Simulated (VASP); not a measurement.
# Sn (Pm-3m) in VASP: further runs

Sn is run at these levels: PBE; tasks: single point.

Program: VASP 6.6.1. These are calculated values, not measurements. Logs are shortened: lines on timing, memory, paths and dates and some standing lists are left out, and cuts for length are marked.

## Step 1: The cell of the first run

It takes space group Pm-3m (No. 221, cubic). Conventional cell: a = 2.820 Å, b = 2.820 Å, c = 2.820 Å, α = 90.00°, β = 90.00°, γ = 90.00°. Sn (site symmetry m-3m) has 6 Sn at 2.82 Å within 3.7 Å.

## Step 2: Single point, PBE (volume scaled by 0.76)

INCAR

```
PREC     = Accurate       # precision mode
ENCUT    = 520            # plane-wave cutoff, eV
EDIFF    = 1E-6           # SCF threshold, eV
ISMEAR   = -1             # smearing method
SIGMA    = 0.08           # smearing width, eV
LREAL    = F              # projectors in reciprocal space
LASPH    = T              # aspherical terms in the spheres
NELM     = 80             # most SCF steps
ALGO     = Normal         # electronic algorithm
ISIF     = 2              # what is computed and relaxed
LWAVE    = F              # write WAVECAR
LCHARG   = T              # write CHGCAR
GGA      = PE             # functional
LELF     = T              # ELF
LVHAR    = T            
NBANDS   = 13             # bands
```

KPOINTS

```
Automatic mesh
0
Gamma
  12 12 12
```

POSCAR

```
Sn
1.0
    2.8200150749      0.0000000000      0.0000000000
    0.0000000000      2.8200150749      0.0000000000
    0.0000000000      0.0000000000      2.8200150749
Sn
1
Direct
    0.0000000000      0.0000000000      0.0000000000
```

Potentials or basis: VASP PAW PBE potentials, release 64 (Sn_d).

Command:

```console
$ cat potpaw_PBE.64/Sn_d/POTCAR > POTCAR
$ mpirun -np 1 vasp_std > vasp.out
```

OUTCAR:

```text
PREC = Accurate
   ENCUT = 520
   EDIFF = 1E-6
   ISMEAR = -1
   LREAL = F
   LASPH = T
   NELM = 80
   ISIF = 2
   GGA = PE

 ion  position               nearest neighbor table
   1  0.000  0.000  0.000-

  LATTYP: Found a simple cubic cell.
 ALAT       =     2.8200150749

  Lattice vectors:

 A1 = (   2.8200150749,   0.0000000000,   0.0000000000)
 A2 = (   0.0000000000,   2.8200150749,   0.0000000000)
 A3 = (   0.0000000000,   0.0000000000,   2.8200150749)

Analysis of symmetry for initial positions (statically):
=====================================================================
 Subroutine PRICEL returns:
 Original cell was already a primitive cell.

 Routine SETGRP: Setting up the symmetry group for a
 simple cubic supercell.

 Subroutine GETGRP returns: Found 48 space group operations
 (whereof 48 operations were pure point group operations)
 out of a pool of 48 trial point group operations.

The static configuration has the point symmetry O_h .

Analysis of symmetry for dynamics (positions and initial velocities):
=====================================================================
 Subroutine PRICEL returns:
 Original cell was already a primitive cell.

 Routine SETGRP: Setting up the symmetry group for a
 simple cubic supercell.

 Subroutine GETGRP returns: Found 48 space group operations
 (whereof 48 operations were pure point group operations)
 out of a pool of 48 trial point group operations.

The dynamic configuration has the point symmetry O_h .

 Subroutine INISYM returns: Found 48 space group operations
 (whereof 48 operations are pure point group operations),
 and found     1 'primitive' translations

----------------------------------------------------------------------------------------

                                     Primitive cell

  volume of cell :      22.4261

  direct lattice vectors                    reciprocal lattice vectors
     2.820015075  0.000000000  0.000000000     0.354608033  0.000000000  0.000000000
     0.000000000  2.820015075  0.000000000     0.000000000  0.354608033  0.000000000
     0.000000000  0.000000000  2.820015075     0.000000000  0.000000000  0.354608033

  length of vectors
     2.820015075  2.820015075  2.820015075     0.354608033  0.354608033  0.354608033

  position of ions in fractional coordinates (direct lattice)
     0.000000000  0.000000000  0.000000000

  ion indices of the primitive-cell ions
   primitive index   ion index
                 1           1

----------------------------------------------------------------------------------------

 KPOINTS: Automatic mesh

Automatic generation of k-mesh.
 Grid dimensions read from file:
 generate k-points for:   12   12   12

 Generating k-lattice:

  Cartesian coordinates                     Fractional coordinates (reciprocal lattice)
     0.029550669  0.000000000  0.000000000     0.083333333  0.000000000  0.000000000
     0.000000000  0.029550669  0.000000000     0.000000000  0.083333333  0.000000000
     0.000000000  0.000000000  0.029550669     0.000000000  0.000000000  0.083333333

  Length of vectors
     0.029550669  0.029550669  0.029550669

  Shift w.r.t. Gamma in fractional coordinates (k-lattice)
     0.000000000  0.000000000  0.000000000

 Subroutine IBZKPT returns following result:
 ===========================================

 Found     84 irreducible k-points:

 Following reciprocal coordinates:
            Coordinates               Weight
  0.000000  0.000000  0.000000      1.000000
  0.083333  0.000000  0.000000      6.000000
  0.166667  0.000000  0.000000      6.000000
  0.250000  0.000000  0.000000      6.000000
  0.333333  0.000000  0.000000      6.000000
  0.416667  0.000000  0.000000      6.000000
[... 16 lines left out ...]
  0.333333  0.333333  0.000000     12.000000
  0.416667  0.333333  0.000000     24.000000
 [... further k-points ...]
   k-points           NKPTS =     84   k-points in BZ     NKDIM =     84   number of bands    NBANDS=     13
   number of dos      NEDOS =    301   number of ions     NIONS =      1
   total plane-waves  NPLWV =  13824
   dimension x,y,z NGX =    24 NGY =   24 NGZ =   24
   dimension x,y,z NGXF=    48 NGYF=   48 NGZF=   48
   ions per type =               1
   NGX,Y,Z   is equivalent  to a cutoff of  14.15, 14.15, 14.15 a.u.
   NGXF,Y,Z  is equivalent  to a cutoff of  28.30, 28.30, 28.30 a.u.
 SYSTEM =  unknown system
   PREC   = accura    normal or accurate (medium, high low for compatibility)
   ISTART =      0    job   : 0-new  1-cont  2-samecut
   ICHARG =      2    charge: 1-file 2-atom 10-const
   ISPIN  =      1    spin polarized calculation?
   LNONCOLLINEAR =      F non collinear calculations
   LSORBIT =      F    spin-orbit coupling
   LASPH  =      T    aspherical Exc in radial PAW
   ENCUT  =  520.0 eV  38.22 Ry    6.18 a.u.   5.24  5.24  5.24*2*pi/ulx,y,z
   NELM   =     80;   NELMIN=  2; NELMDL= -5     # of ELM steps
   EDIFF  = 0.1E-05   stopping-criterion for ELM
   LREAL  =      F    real-space projection
   EDIFFG = 0.1E-04   stopping-criterion for IOM
   NSW    =      0    number of steps for IOM
   IBRION =     -1    ionic relax: 0-MD 1-quasi-New 2-CG
   NFREE  =      0    steps in history (QN), initial steepest desc. (CG)
   ISIF   =      2    stress and relaxation
   ISYM   =      2    0-nonsym 1-usesym 2-fastsym
   POTIM  = 0.5000    time-step for ionic-motion
   TEBEG  =    0.0;   TEEND  =   0.0 temperature during run
   PSTRESS=    0.0 pullay stress
   NELECT =      14.0000    total number of electrons
   NUPDOWN=      -1.0000    fix difference up-down
   EMIN   =  10.00;   EMAX   =-10.00  energy-range for DOS
   EFERMI =   0.00;   METHOD = LEGACY
   ISMEAR =    -1;   SIGMA  =   0.08  broadening in eV -4-tet -1-fermi 0-gaus
   EFERMI_NEDOS =   21; number of points for ismear=-14 and -15
   IALGO  =     38    algorithm
   IMIX   =      4    mixing-type and parameters
     AMIX     =   0.40;   BMIX     =  1.00
     AMIX_MAG =   1.60;   BMIX_MAG =  1.00
  volume/ion in A,a.u.               =      22.43       151.34
  Fermi-wavevector in a.u.,A,eV,Ry     =   1.399156  2.644021 26.635268  1.957637
  Thomas-Fermi vector in A             =   2.522243
   LORBIT       =      0    0 simple, 1 ext, 2 COOP (PROOUT), +10 PAW based schemes
   GGA     = PE    functional components
   LHFCALC =     F    Hartree Fock is set to
   AEXX    =    0.0000 exact exchange contribution
   IVDW    =     0    specifies the selected vdW correction
   LEPSILON=     F    determine dielectric tensor
   LRPA    =     F    only Hartree local field effects (RPA)
 non-spin polarized calculation
  energy-cutoff  :      520.00
  volume of cell :       22.43
 maximum number of plane-waves:       624
 NGX is ok and might be reduce to    24
   NGX = 11   NGY = 11   NGZ = 11

 number of electron      14.0000002 magnetization

 Free energy of the ion-electron system (eV)
  ---------------------------------------------------
  ext. energy  EPLUGINS =         0.00000000
  ---------------------------------------------------
  free energy    TOTEN  =        -3.35273468 eV

  energy without entropy =       -3.34114375  energy(sigma->0) =       -3.34693922

 E-fermi :  10.5824     XC(G=0): -11.1905

 val. band max:       10.5623863479   @ k =   0.2500   0.2500   0.0000
 cond. band min:      10.6391624640   @ k =   0.5000   0.5000   0.5000
 fundamental gap:      0.0767761161
 Fermi energy:        10.5824454867

 k-point     1 :       0.0000    0.0000    0.0000
  band No.  band energies     occupation
      1     -11.6476      2.00000
      2     -11.6476      2.00000
      3     -10.8554      2.00000
      4     -10.8554      2.00000
      5     -10.8554      2.00000
      6      -2.2547      2.00000
      7      16.8089      0.00000
      8      16.8089      0.00000
      9      16.8089      0.00000
     10      20.2894      0.00000
     11      20.2894      0.00000
     12      22.5577      0.00000
     13      32.1317      0.00000

 k-point     2 :       0.0833    0.0000    0.0000
  band No.  band energies     occupation
      1     -11.6445      2.00000
      2     -11.6085      2.00000
      3     -10.8699      2.00000
      4     -10.8699      2.00000
      5     -10.8542      2.00000
      6      -2.1164      2.00000
      7      15.1298      0.00000
      8      16.9686      0.00000
      9      16.9686      0.00000
     10      20.3684      0.00000
     11      21.2784      0.00000
     12      23.4906      0.00000
     13      31.2275      0.00000

 k-point     3 :       0.1667    0.0000    0.0000
  band No.  band energies     occupation
      1     -11.6361      2.00000
      2     -11.5019      2.00000
      3     -10.9093      2.00000
      4     -10.9093      2.00000
      5     -10.8509      2.00000
      6      -1.6991      2.00000
      7      12.4921      0.00000
      8      17.4354      0.00000
      9      17.4354      0.00000
     10      20.6070      0.00000
     11      21.8354      0.00000
     12      26.2879      0.00000
     13      29.4994      0.00000
[... 305 lines left out ...]
 k-point    23 :       0.3333    0.3333    0.0000
  band No.  band energies     occupation
      1     -11.4019      2.00000
      2     -11.2352      2.00000
      3     -10.9991      2.00000
      4     -10.9946      2.00000
      5     -10.9056      2.00000
      6       2.1554      2.00000
      7       8.9199      2.00000
      8      10.3759      1.85930
      9      17.2704      0.00000
     10      21.5362      0.00000
     11      23.5288      0.00000
     12      26.8670      0.00000
     13      28.9889      0.00000

 k-point    24 :       0.4167    0.3333    0.0000
  band No.  band energies     occupation
      1     -11.3775      2.00000
      2     -11.2873      2.00000
      3     -11.0341      2.00000
      4     -10.9923      2.00000
      5     -10.8019      2.00000
      6       3.3125      2.00000
      7       7.4257      2.00000
      8      10.7558      0.20560
      9      15.6488      0.00000
     10      22.5676      0.00000
     11      24.2201      0.00000
     12      26.1839      0.00000
     13      27.7527      0.00000

 [... further k-points ...]

------------------------ aborting loop because EDIFF is reached ----------------------------------------

  FORCE on cell =-STRESS in cart. coord.  units (eV):
  Direction    XX          YY          ZZ          XY          YZ          ZX
  --------------------------------------------------------------------------------------
  -------------------------------------------------------------------------------------
  Total        3.4068407      3.4068407      3.4068407      0.0000000      0.0000000     -0.0000000
  in kB      243.3930213    243.3930213    243.3930213      0.0000000      0.0000000     -0.0000000
  external PRESSURE =     243.3930213 kB  Pullay stress =       0.0000000 kB

 VOLUME and BASIS-vectors are now :
 -----------------------------------------------------------------------------
  energy-cutoff  :      520.00
  volume of cell :       22.43
      direct lattice vectors                 reciprocal lattice vectors
     2.820015075  0.000000000  0.000000000     0.354608033  0.000000000  0.000000000
     0.000000000  2.820015075  0.000000000     0.000000000  0.354608033  0.000000000
     0.000000000  0.000000000  2.820015075     0.000000000  0.000000000  0.354608033

 POSITION                                       TOTAL-FORCE (eV/Angst)
 -----------------------------------------------------------------------------------
      0.00000      0.00000      0.00000         0.000000      0.000000      0.000000
 -----------------------------------------------------------------------------------
    total drift:                                0.000000     -0.000000      0.000000

  FREE ENERGIE OF THE ION-ELECTRON SYSTEM (eV)
  ---------------------------------------------------
  free  energy   TOTEN  =        -3.3527346848 eV

  energy  without entropy=       -3.3411437494  energy(sigma->0) =       -3.34693922
```

It took 13 s on 1 thread of Intel Xeon Platinum 8259CL at 2.50GHz (Skylake/Cascade Lake), shared host; peak memory 0.15 GiB.

What came out:

```
Free energy            : -3.3527 eV
Pressure               : 24.3 GPa
Band gap on the k mesh : zero (band 7 reaches 16.81 eV, above the bottom of band 8 at 7.51 eV)
```

Caveat: spin-orbit coupling is left out, which moves the levels of the heavy elements.

(Continued in part 2 of 2.)
